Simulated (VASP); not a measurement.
Here is a VASP 6.6.1 calculation.

The input INCAR:

```
SYSTEM = B
ALGO = Normal ; EDIFF = 1E-6
ENCUT = 520 ; GGA = PS
ISIF = 2 ; ISMEAR = 0
LASPH = .TRUE. ; LCHARG = .FALSE.
LREAL = .FALSE. ; LWAVE = .FALSE.
NBANDS = 8 ; NELM = 100
PREC = Accurate ; SIGMA = 0.15
```

File KPOINTS:

```
k-points
0
G
  36 36 14
  0 0 0
```

POSCAR

```
B
1.0
    1.7972032725      0.0000000000      0.0000000000
   -0.8986016362      1.5564236897      0.0000000000
    0.0000000000      0.0000000000      3.2621271370
B
1
Direct
    0.0000000000      0.0000000000      0.0000000000
```

Potentials or basis: VASP PAW PBE potentials, release 64 (B).

Launch:

```sh
$ cat potpaw_PBE.64/B/POTCAR > POTCAR
$ mpirun -np 1 vasp_std > vasp.out
```

Problem. Estimate the pressure.

Solution. -23.2 GPa.

Problem. Estimate the band gap on the k mesh.

Solution. Zero (an odd number of electrons rules out a gap without spin polarisation).

Stress tensor (GPa, compression positive):
```
-36.12   0.00   0.00
  0.00 -36.12   0.00
  0.00   0.00   2.59
```

Caveat: the cell stands under tension; the PAW data sets were made with another functional, which shifts forces and pressure a little.
